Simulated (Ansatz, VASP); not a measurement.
# One calculation of Hf, two programs

Contents of INCAR:

```
SYSTEM = Hf
PREC = Accurate
ENCUT = 520
EDIFF = 1E-6
ISMEAR = -1
SIGMA = 0.08
LREAL = .False.
LASPH = .True.
NELM = 150
ALGO = Normal
ISIF = 2
LWAVE = .False.
LCHARG = .True.
MAGMOM = 0 0 0
LORBIT = 11
LSORBIT = .True.
GGA_COMPAT = .False.
LORBMOM = .True.
LMAXMIX = 4
GGA = PE
LVHAR = .True.
NBANDS = 21
```

KPOINTS

```
Automatic mesh
0
Gamma
  16 16 16
  0 0 0
```

Contents of POSCAR:

```
Hf
1.0
   -1.8050000000      1.8050000000      1.8050000000
    1.8050000000     -1.8050000000      1.8050000000
    1.8050000000      1.8050000000     -1.8050000000
Hf
1
Direct
    0.0000000000      0.0000000000      0.0000000000
```

Input for Ansatz:

```yaml
crystal:
  lattice:
    - [-1.805, 1.805, 1.805]
    - [1.805, -1.805, 1.805]
    - [1.805, 1.805, -1.805]
  atoms:
    - { symbol: Hf, position: [0.0, 0.0, 0.0] }
kpoints:
  mp_grid: { grid: [16, 16, 16] }
  band_path:
    path:
      - [0.0, 0.0, 0.0]
      - [0.5, -0.5, 0.5]
      - [0.0, 0.0, 0.5]
      - [0.0, 0.0, 0.0]
      - [0.25, 0.25, 0.25]
      - [0.5, -0.5, 0.5]
      - [0.25, 0.25, 0.25]
      - [0.0, 0.0, 0.5]
    npoints: 5
scf:
  occupations: { method: fermi_dirac, width: 0.08 }
hamiltonian:
  xc: pbe
  pseudopotentials: { kind: all_electron, lapw: { basis_error: 0.001 } }
output:
  forces: true
  stress: true
  eigenvalues: true
magnetization:
  noncollinear: true
  spin_orbit: true
```

Alike in both runs: task single point; functional PBE; k mesh 16 × 16 × 16; occupations fermi-dirac, width 0.08 eV; non-collinear spin, spin-orbit coupling.

|  | VASP | Ansatz |
| --- | --- | --- |
| version | VASP 6.6.1 | Ansatz 0.2.0 |
| potentials or method | VASP PAW PBE potentials, release 64 (Hf_pv), cutoff 520 eV | all-electron LAPW |

|  | VASP | Ansatz | Ansatz less VASP |
| --- | --- | --- | --- |
| pressure (GPa) | -5.5 | -5.0 | +0.48 |
| net moment per atom (μB) | 0.00 | 0.00 | 0.000 |

Ansatz ran all-electron here, and VASP with PAW potentials.
